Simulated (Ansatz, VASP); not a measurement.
**TaN in VASP and in Ansatz**

```
CELL_PARAMETERS angstrom
0.00000 2.20909 2.20909
2.20909 0.00000 2.20909
2.20909 2.20909 0.00000
ATOMIC_POSITIONS crystal
Ta 0.50000 0.50000 0.50000
N 0.00000 0.00000 0.00000
```

Alike in both runs: functional PBE; k mesh 8 × 8 × 8; occupations gaussian, width 0.1 eV; no spin polarisation.

Ansatz relaxed the structure, and its values are those at the end. VASP's run is a single point on that final structure, the one shown.

```csv
,VASP,Ansatz
version,VASP 6.6.1,Ansatz 0.2.0
potentials or method,"VASP PAW PBE potentials, release 64 (Ta_pv, N), cutoff 600 eV","scalar-relativistic, plane waves, PAW"
valence electrons in the cell,16,18
```

|  | VASP | Ansatz | Ansatz less VASP |
| --- | --- | --- | --- |
| gap on the k mesh at the Fermi level (eV) | none | none | - |
| pressure (GPa) | 0.6 | -0.3 | -0.90 |

A gap of «none» marks a metal or a gap that the smearing closes. VASP's potentials hold 16 valence electrons a cell and Ansatz's 18, so a difference there can come from the potentials and not from the codes.

Neither program's run includes spin-orbit coupling.
